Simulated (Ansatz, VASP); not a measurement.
# P in VASP and in Ansatz

Contents of INCAR:

```
SYSTEM = P
  ALGO = Normal
  EDIFF = 1E-6
  ENCUT = 520
  GGA = PE
  ISIF = 2
  ISMEAR = -1
  LASPH = .True.
  LCHARG = .False.
  LREAL = .False.
  LWAVE = .False.
  NBANDS = 14
  NELM = 60
  PREC = Accurate
  SIGMA = 0.1
```

Contents of KPOINTS:

```
k-points
0
Gamma
  9 9 14
  0 0 0
```

POSCAR

```
P
1.0
    4.6274523272      0.0000000000      0.0000000000
   -2.3137261636      4.0074912701      0.0000000000
    0.0000000000      0.0000000000      2.6085098928
P
3
Direct
    0.0000000000      0.0000000000      0.0000000000
    0.3333333333      0.6666666667      0.5000000000
    0.6666666667      0.3333333333      0.5000000000
```

Input for Ansatz:

```yaml
crystal:
  lattice:
    - [4.6274523272, 0.0, 0.0]
    - [-2.3137261636, 4.0074912701, 0.0]
    - [0.0, 0.0, 2.6085098928]
  atoms:
    - { symbol: P, position: [0.0, 0.0, 0.0] }
    - { symbol: P, position: [0.3333333333, 0.6666666667, 0.5] }
    - { symbol: P, position: [0.6666666667, 0.3333333333, 0.5] }
hamiltonian:
  xc: pbe
  pseudopotentials:
    kind: paw
    azcp:
      P: "pseudopotentials/P.paw.azcp"
basis:
  ecutwfc: 420
  fft_grid_basis: typed
kpoints:
  mp_grid: { grid: [9, 9, 14], shift: [0, 0, 0] }
magnetization:
  spin_polarized: false
scf:
  occupations: { method: fermi_dirac, width: 0.1 }
  lower_state_search: "off"
output:
  stress: true
  write_density: true
  write_potential: true
  elf: true
  volumetric_format: npy
```

Alike in both runs: task single point; functional PBE; k mesh 9 × 9 × 14; occupations fermi-dirac, width 0.1 eV; no spin polarisation.

|  | VASP | Ansatz |
| --- | --- | --- |
| version | VASP 6.6.1 | Ansatz 0.2.0 |
| potentials or method | VASP PAW PBE potentials, release 64 (P), cutoff 520 eV | plane waves (420 eV) with PAW, scalar-relativistic |
| valence electrons in the cell | 15 | 15 |

Ansatz gave:

| Quantity | Value |
| --- | --- |
| pressure (GPa) | -8.7 |
| traceless stress, the component that is largest in VASP (GPa) | -1.69 |

Task: Estimate VASP's values.

Result: Pressure (GPa): -8.8; traceless stress, the component that is largest in VASP (GPa): -1.72.
